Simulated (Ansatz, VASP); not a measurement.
# GaN: VASP beside Ansatz

INCAR

```
SYSTEM = GaN
  ALGO = Normal
  EDIFF = 1E-6
  ENCUT = 520
  GGA = PE
  ISIF = 2
  ISMEAR = 0
  LASPH = .TRUE.
  LCHARG = .TRUE.
  LELF = .TRUE.
  LREAL = .FALSE.
  LVHAR = .TRUE.
  LWAVE = .FALSE.
  NBANDS = 46
  NELM = 60
  PREC = Accurate
  SIGMA = 0.05
```

Contents of KPOINTS:

```
k-points
0
G
  6 6 6
  0 0 0
```

Contents of POSCAR:

```
GaN
1.0
    4.5484769745      0.0000000000      0.0000000000
    0.0000000000     -4.5484769745      0.0000000000
    0.0000000000      0.0000000000     -4.5484769745
Ga N
4 4
Direct
    0.0000000000      0.0000000000      0.0000000000
    0.5000000000      0.5000000000      0.0000000000
    0.5000000000      0.0000000000      0.5000000000
    0.0000000000      0.5000000000      0.5000000000
    0.7220171782      0.7220171782      0.7500000000
    0.2500000000      0.2500000000      0.7500000000
    0.2500000000      0.7500000000      0.2500000000
    0.7500000000      0.2500000000      0.2500000000
```

Input for Ansatz:

```yaml
crystal:
  lattice:
    - [4.5484769745, 0.0, 0.0]
    - [0.0, -4.5484769745, 0.0]
    - [0.0, 0.0, -4.5484769745]
  atoms:
    - { symbol: Ga, position: [0.0, 0.0, 0.0] }
    - { symbol: Ga, position: [0.5, 0.5, 0.0] }
    - { symbol: Ga, position: [0.5, 0.0, 0.5] }
    - { symbol: Ga, position: [0.0, 0.5, 0.5] }
    - { symbol: "N", position: [0.7220171782, 0.7220171782, 0.75] }
    - { symbol: "N", position: [0.25, 0.25, 0.75] }
    - { symbol: "N", position: [0.25, 0.75, 0.25] }
    - { symbol: "N", position: [0.75, 0.25, 0.25] }
basis:
  ecutwfc: 420
kpoints:
  mp_grid: { grid: [6, 6, 6] }
hamiltonian:
  xc: pbe
scf:
  occupations: { method: gaussian, width: 0.05 }
output:
  forces: true
  stress: true
  eigenvalues: true
```

Alike in both runs: task single point; functional PBE; k mesh 6 × 6 × 6; occupations gaussian, width 0.05 eV; no spin polarisation.

```csv
,VASP,Ansatz
version,VASP 6.6.1,Ansatz 0.2.0
potentials or method,"VASP PAW PBE potentials, release 64 (Ga_d, N), cutoff 520 eV","scalar-relativistic, plane waves, PAW"
valence electrons in the cell,72,72
```

Ansatz gave:

| Item | Value |
| --- | --- |
| gap on the k mesh at the Fermi level (eV) | 1.43 |
| least direct gap on the mesh (eV) | 1.43 |
| pressure (GPa) | 0.9 |
| traceless stress, the component that is largest in VASP (GPa) | 1.75 |
| rms of the force components (eV/Å) | 0.759 |

Task: What did VASP give for the same quantities?

Result: gap on the k mesh at the Fermi level (eV): 1.44; least direct gap on the mesh (eV): 1.44; pressure (GPa): 1.0; traceless stress, the component that is largest in VASP (GPa): 1.70; rms of the force components (eV/Å): 0.748.

Atom by atom the forces differ by 0.011 eV/Å (rms over components).
